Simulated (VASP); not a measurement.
Input of a VASP 6.6.1 run:

Contents of INCAR:

```
SYSTEM = KCl
PREC = Accurate
ENCUT = 520
EDIFF = 1E-6
ISMEAR = 0
SIGMA = 0.01
LREAL = .FALSE.
LASPH = .TRUE.
NELM = 100
ALGO = Normal
ISIF = 2
LWAVE = .FALSE.
LCHARG = .TRUE.
LELF = .TRUE.
LVHAR = .TRUE.
NBANDS = 15
```

The input KPOINTS:

```
regular mesh
0
G
  4 4 4
  0 0 0
```

POSCAR

```
KCl
1.0
    0.0000000000      3.1448471213      3.1448471213
    3.1448471213      0.0000000000      3.1448471213
    3.1448471213      3.1448471213      0.0000000000
K Cl
1 1
Direct
    0.0000000000      0.0000000000      0.0000000000
    0.5000000000      0.5000000000      0.5000000000
```

Potentials or basis: VASP PAW LDA potentials, release 64 (K_sv, Cl).

Run with:

```sh
$ cat potpaw_LDA.64/K_sv/POTCAR potpaw_LDA.64/Cl/POTCAR > POTCAR
$ mpirun -np 1 vasp_std > vasp.out
```

(1) Estimate the band gap on the k mesh.

(2) Predict the pressure.

Results:

(1) 4.75 eV, direct.

(2) -1.9 GPa.

Caveat: the k points lie up to 0.43 Å⁻¹ apart.
